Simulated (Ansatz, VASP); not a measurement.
# La3Tl in VASP and in Ansatz

```
La Tl
1.0
     5.06000    0.00000    0.00000
     0.00000    5.06000    0.00000
     0.00000    0.00000    4.95880
La Tl
3 1
Cartesian
  0.0000 2.5300 2.4794
  2.5300 0.0000 2.4794
  2.5300 2.5300 0.0000
  0.0000 0.0000 0.0000
```

Change from the starting cell: zz strain of -2 %.

Alike in both runs: task single point; functional LDA; k mesh 8 × 8 × 8; occupations fermi-dirac, width 0.08 eV; no spin polarisation.

```csv
,VASP,Ansatz
version,VASP 6.6.1,Ansatz 0.2.0
potentials or method,"VASP PAW LDA potentials, release 64 (La, Tl_d), cutoff 520 eV","all-electron LAPW, scalar-relativistic"
```

```tsv
	VASP	Ansatz	Ansatz less VASP
pressure (GPa)	-2.9	-2.9	+0.05
traceless stress, the component that is largest in VASP (GPa)	0.35	0.35	-0.001
```

LDA's correlation is that of Perdew and Zunger in VASP and of Perdew and Wang (1992) in Ansatz. Ansatz ran all-electron here, and VASP with PAW potentials.

Spin-orbit coupling is off throughout.
